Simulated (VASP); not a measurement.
Here is a VASP 6.6.1 calculation.

The input INCAR:

```
ALGO = Normal
EDIFF = 1E-6
EDIFFG = -0.04
ENCUT = 600
GGA = PE
IBRION = 2
ISIF = 3
ISMEAR = 0
LASPH = T
LCHARG = F
LREAL = F
LWAVE = F
NELM = 60
NSW = 90
PREC = Accurate
SIGMA = 0.1
```

KPOINTS

```
k-points
0
Gamma
  6 6 4
```

File POSCAR:

```
Ta3Si3N
1.0
    4.6288331300      0.0000000000      0.0000000000
   -2.3144165700      4.0086870800      0.0000000000
    0.0000000000      0.0000000000      5.9442231900
Ta Si N
3 3 1
Direct
    0.5000000000      0.0000000000      0.0000000000
    0.0000000000      0.5000000000      0.0000000000
    0.5000000000      0.5000000000      0.0000000000
    0.5000000000      0.0000000000      0.5000000000
    0.0000000000      0.5000000000      0.5000000000
    0.5000000000      0.5000000000      0.5000000000
    0.0000000000      0.0000000000      0.0000000000
```

Potentials or basis: VASP PAW PBE potentials, release 64 (Ta_pv, Si, N).

The run is started by

```console
$ cat potpaw_PBE.64/Ta_pv/POTCAR potpaw_PBE.64/Si/POTCAR potpaw_PBE.64/N/POTCAR > POTCAR
$ mpirun -np 1 vasp_std > vasp.out
```

(1) Estimate the space group after relaxing (to 0.1 Å).

(2) What does it give for the relaxed cell?

Answers

(1) P6/mmm (No. 191).

(2) a = 5.239 Å, b = 5.239 Å, c = 5.213 Å, α = 90.00°, β = 90.00°, γ = 120.00°.
